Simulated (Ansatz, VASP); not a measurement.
## Two plane-wave programs on AlN

INCAR

```
SYSTEM = AlN
  PREC = Accurate
  ENCUT = 600
  EDIFF = 1E-6
  ISMEAR = 0
  SIGMA = 0.02
  LREAL = .False.
  LASPH = .True.
  NELM = 120
  ALGO = Normal
  ISIF = 2
  LWAVE = .False.
  LCHARG = .False.
  GGA = PE
  NBANDS = 11
  GGA_COMPAT = .False.
```

File KPOINTS:

```
regular mesh
0
Gamma
  10 10 10
  0 0 0
```

The input POSCAR:

```
AlN
1.0
    0.0000000000      2.2015276860      2.2015276860
    2.2015276860      0.0000000000      2.2015276860
    2.2015276860      2.2015276860      0.0000000000
Al N
1 1
Direct
    0.0000000000      0.0000000000      0.0000000000
    0.7500000000      0.7500000000      0.7500000000
```

Input for Ansatz:

```yaml
crystal:
  lattice:
    - [0.0, 2.201527686, 2.201527686]
    - [2.201527686, 0.0, 2.201527686]
    - [2.201527686, 2.201527686, 0.0]
  atoms:
    - { symbol: Al, position: [0.0, 0.0, 0.0] }
    - { symbol: "N", position: [0.75, 0.75, 0.75] }
basis:
  ecutwfc: 600.0
kpoints:
  mp_grid: { grid: [10, 10, 10] }
  band_path:
    path:
      - [[0.0, 0.0, 0.0], [-0.5, -0.5, 0.0], [-0.375, -0.375, 0.25]]
      - [[-0.375, 0.0, 0.375], [0.0, 0.0, 0.0], [0.0, 0.0, 0.5], [-0.5, -0.25, 0.25], [-0.5, -0.5, 0.0]]
    npoints: 10
hamiltonian:
  xc: pbe
scf:
  occupations: { method: gaussian, width: 0.02 }
  n_extra_bands: 7
output:
  forces: true
  stress: true
  eigenvalues: true
```

Alike in both runs: task single point; functional PBE; k mesh 10 × 10 × 10; occupations gaussian, width 0.02 eV; no spin polarisation.

```csv
,VASP,Ansatz
version,VASP 6.6.1,Ansatz 0.2.0
potentials or method,"VASP PAW PBE potentials, release 64 (Al, N), cutoff 600 eV","scalar-relativistic, plane waves, PAW"
valence electrons in the cell,8,8
```

VASP gave:

```
gap on the k mesh at the Fermi level (eV) : 3.31
least direct gap on the mesh (eV)         : 3.99
pressure (GPa)                            : -0.4
```

Q: What did Ansatz give for the same quantities?

A: gap on the k mesh at the Fermi level (eV): 3.31; least direct gap on the mesh (eV): 3.98; pressure (GPa): 0.0.
